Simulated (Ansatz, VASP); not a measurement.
**FePb in VASP and in Ansatz**

```
Fe Pb
1.0
     0.00000    2.85652    2.85652
     2.85652    0.00000    2.85652
     2.85652    2.85652    0.00000
Fe Pb
1 1
Cartesian
  0.0000 0.0000 0.0000
  4.2848 4.2848 4.2848
```

Alike in both runs: task single point; functional PBE; k mesh 6 × 6 × 6; occupations gaussian, width 0.1 eV; collinear spin.

|  | VASP | Ansatz |
| --- | --- | --- |
| version | VASP 6.6.1 | Ansatz 0.2.0 |
| potentials or method | VASP PAW PBE potentials, release 64 (Fe, Pb_d), cutoff 520 eV | scalar-relativistic, plane waves, PAW |
| valence electrons in the cell | 22 | 30 |

|  | VASP | Ansatz | Ansatz less VASP |
| --- | --- | --- | --- |
| gap on the k mesh at the Fermi level (eV) | none | none | - |
| pressure (GPa) | 14.2 | 14.4 | +0.19 |
| net moment per atom (μB) | 1.17 | 1.18 | +0.016 |
| size of the moment on the site where the two differ most (μB) | 0.13 | 0.04 | -0.084 |

Site moments also hang on the region over which each program counts them. A gap of «none» marks a metal or a gap that the smearing closes. With one functional, cell and mesh, what is left measures potentials, basis and numerics. VASP's potentials hold 22 valence electrons a cell and Ansatz's 30, so a difference there can come from the potentials and not from the codes.

Neither program's run includes spin-orbit coupling.
